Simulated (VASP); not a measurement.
# Cu (Fd-3m) in VASP: a series of runs, part 2 of 2

VASP 6.6.1.

## Step 3: Single point, RPBE (volume scaled by 0.96)

Contents of INCAR:

```
SYSTEM = Cu
PREC = Accurate ; ENCUT = 520
EDIFF = 1E-6 ; ISMEAR = -1
SIGMA = 0.1 ; LREAL = .False.
LASPH = .True. ; NELM = 100
ALGO = Normal ; ISIF = 2
LWAVE = .False. ; LCHARG = .False.
GGA = RP ; NBANDS = 18
```

Contents of KPOINTS:

```
Automatic mesh
0
Gamma
  11 11 11
  0 0 0
```

Contents of POSCAR:

```
Cu
1.0
    0.0000000000      2.6857089668      2.6857089668
    2.6857089668      0.0000000000      2.6857089668
    2.6857089668      2.6857089668      0.0000000000
Cu
2
Direct
    0.1250000000      0.1250000000      0.1250000000
    0.8750000000      0.8750000000      0.8750000000
```

Potentials or basis: VASP PAW PBE potentials, release 64 (Cu).

The run is started by

```sh
> cat potpaw_PBE.64/Cu/POTCAR > POTCAR
> mpirun -np 1 vasp_std > vasp.out
```

OUTCAR:

```text
SYSTEM = Cu
   PREC = Accurate
   ENCUT = 520
   EDIFF = 1E-6
   ISMEAR = -1
   LREAL = .False.
   LASPH = .True.
   NELM = 100
   ISIF = 2
   GGA = RP

 ion  position               nearest neighbor table
   1  0.125  0.125  0.125-   2 2.33   2 2.33   2 2.33   2 2.33
   2  0.875  0.875  0.875-   1 2.33   1 2.33   1 2.33   1 2.33

  LATTYP: Found a face centered cubic cell.
 ALAT       =     5.3714179336

  Lattice vectors:

 A1 = (   0.0000000000,   2.6857089668,   2.6857089668)
 A2 = (   2.6857089668,   0.0000000000,   2.6857089668)
 A3 = (   2.6857089668,   2.6857089668,   0.0000000000)

Analysis of symmetry for initial positions (statically):
=====================================================================
 Subroutine PRICEL returns:
 Original cell was already a primitive cell.

 Routine SETGRP: Setting up the symmetry group for a
 face centered cubic supercell.

 Subroutine GETGRP returns: Found 48 space group operations
 (whereof 12 operations were pure point group operations)
[... 161 lines left out ...]
  free energy    TOTEN  =        -4.60757983 eV

  energy without entropy =       -4.58110815  energy(sigma->0) =       -4.59434399

 E-fermi :   2.8693     XC(G=0):  -9.6590

 val. band max:        2.8611437800   @ k =  -0.3636   0.2727   0.0909
 cond. band min:       2.8878253530   @ k =  -0.3636   0.3636   0.0000
 fundamental gap:      0.0266815730
 Fermi energy:         2.8693291431

 k-point     1 :       0.0000    0.0000    0.0000
  band No.  band energies     occupation
      1      -3.3221      2.00000
      2      -0.0540      2.00000
      3      -0.0540      2.00000
      4      -0.0540      2.00000
      5      -0.0349      2.00000
      6      -0.0349      2.00000
[... 481 lines left out ...]
      5       0.1223      2.00000
      6       0.3312      2.00000
[... 10 lines left out ...]
     17      15.6774      0.00000
     18      15.8502      0.00000

 [... further k-points ...]

------------------------ aborting loop because EDIFF is reached ----------------------------------------

  FORCE on cell =-STRESS in cart. coord.  units (eV):
  Direction    XX          YY          ZZ          XY          YZ          ZX
  --------------------------------------------------------------------------------------
  -------------------------------------------------------------------------------------
  Total        0.4859822      0.4859822      0.4859822      0.0000000      0.0000000      0.0000000
  in kB       20.0966716     20.0966716     20.0966716      0.0000000      0.0000000      0.0000000
  external PRESSURE =      20.0966716 kB  Pullay stress =       0.0000000 kB

 VOLUME and BASIS-vectors are now :
 -----------------------------------------------------------------------------
  energy-cutoff  :      520.00
  volume of cell :       38.74
      direct lattice vectors                 reciprocal lattice vectors
     0.000000000  2.685708967  2.685708967    -0.186170581  0.186170581  0.186170581
     2.685708967  0.000000000  2.685708967     0.186170581 -0.186170581  0.186170581
     2.685708967  2.685708967  0.000000000     0.186170581  0.186170581 -0.186170581

 POSITION                                       TOTAL-FORCE (eV/Angst)
 -----------------------------------------------------------------------------------
      0.67143      0.67143      0.67143         0.000000      0.000000      0.000000
      4.69999      4.69999      4.69999        -0.000000     -0.000000     -0.000000
 -----------------------------------------------------------------------------------
    total drift:                                0.000000      0.000000     -0.000000

  FREE ENERGIE OF THE ION-ELECTRON SYSTEM (eV)
  ---------------------------------------------------
  free  energy   TOTEN  =        -4.6075798257 eV

  energy  without entropy=       -4.5811081513  energy(sigma->0) =       -4.59434399
```

OSZICAR:

```text
N       E                     dE             d eps       ncg     rms          rms(c)
DAV:   1     0.134029826901E+03    0.13403E+03   -0.10222E+04  2032   0.183E+03
DAV:   2     0.724888443670E+00   -0.13330E+03   -0.12561E+03  2018   0.272E+02
DAV:   3    -0.549185815964E+01   -0.62167E+01   -0.59268E+01  2258   0.839E+01
DAV:   4    -0.558271797198E+01   -0.90860E-01   -0.90772E-01  2368   0.110E+01
DAV:   5    -0.558420511744E+01   -0.14871E-02   -0.14871E-02  2464   0.122E+00    0.884E+00
DAV:   6    -0.544555671675E+01    0.13865E+00   -0.11407E+01  2464   0.807E+01    0.606E+00
DAV:   7    -0.461148118029E+01    0.83408E+00   -0.28975E+00  2346   0.393E+01    0.452E-01
DAV:   8    -0.461581479025E+01   -0.43336E-02   -0.79528E-02  3000   0.484E+00    0.810E-01
DAV:   9    -0.460812350878E+01    0.76913E-02   -0.42309E-02  2588   0.455E+00    0.195E-01
DAV:  10    -0.460762136981E+01    0.50214E-03   -0.14286E-03  2880   0.783E-01    0.492E-02
DAV:  11    -0.460758026523E+01    0.41105E-04   -0.10493E-04  3108   0.188E-01    0.360E-03
DAV:  12    -0.460757982573E+01    0.43950E-06   -0.49188E-06  1966   0.368E-02
   1 F= -.46075798E+01 E0= -.45943440E+01  d E =-.264717E-01
```

Run time: 30 s. Hardware: 1 thread of Intel Xeon 6975P-C, shared host; peak memory 0.17 GiB.

What came out:

```yaml
Free_energy: -4.6076 eV
Pressure: 2.0 GPa
Band_gap_on_the_k_mesh: zero (band 11 reaches 3.23 eV, above the bottom of band 12 at 2.53 eV)
```

Caveat: the cell differs from its parent crystal (volume scaled by 0.96); the PAW data sets were made with another functional, which shifts forces and pressure a little.

## Step 4: Single point, RPBE

This run uses another cell than the first one, of 20.18 Å³/atom, 1.087 times its volume.

Contents of INCAR:

```
  PREC = Accurate
  ENCUT = 520
  EDIFF = 1E-7
  ISMEAR = -1
  SIGMA = 0.1
  LREAL = False
  LASPH = True
  NELM = 80
  ALGO = Normal
  ISIF = 2
  LWAVE = False
  LCHARG = False
  GGA = RP
  NBANDS = 18
```

Contents of KPOINTS:

```
regular mesh
0
Gamma
  11 11 11
```

Contents of POSCAR:

```
Cu
1.0
    0.0000000000      2.7225040729      2.7225040729
    2.7225040729      0.0000000000      2.7225040729
    2.7225040729      2.7225040729      0.0000000000
Cu
2
Direct
    0.1250000000      0.1250000000      0.1250000000
    0.8750000000      0.8750000000      0.8750000000
```

The run is started by

```sh
> cat potpaw_PBE.64/Cu/POTCAR > POTCAR
> mpirun -np 1 vasp_std > vasp.out
```

Wall time 44 s (1 thread of Intel Xeon 6975P-C, shared host); peak memory 0.18 GiB.

It converged, with:

- Free energy: -4.6207 eV
- Pressure: 0.2 GPa
- Band gap on the k mesh: zero (band 11 reaches 2.90 eV, above the bottom of band 12 at 2.21 eV)

Levels at points of the mesh, in eV from the Fermi level:
| k point | band 8 | band 9 | band 10 | band 11 | band 12 | band 13 | band 14 | band 15 |
| --- | --- | --- | --- | --- | --- | --- | --- | --- |
| (0.00, 0.00, 0.00) | -1.78 | -1.78 | -1.20 | -1.20 | 9.39 | 9.39 | 9.39 | 10.34 |

Caveat: the PAW data sets were made with another functional, which shifts forces and pressure a little.

## Step 5: Summary

```csv
cell,gap on the mesh (eV),pressure (GPa)
"a = 3.745 Å, angles 60.0°, 2 atoms",none,4.6
"a = 3.798 Å, angles 60.0°, 2 atoms",none,2.0
"a = 3.850 Å, angles 60.0°, 2 atoms",none,0.2
```

Alike in all rows: task single point; level RPBE; potentials or basis VASP PAW PBE potentials, release 64 (Cu); no spin polarisation; k mesh 11 × 11 × 11; cutoff (eV) 520; smearing fermi-dirac 0.1 eV.

Caveats: the PAW data sets were made with another functional, which shifts forces and pressure a little.

Total energies depend on the potentials used, so only differences within one code and one set of settings carry meaning.
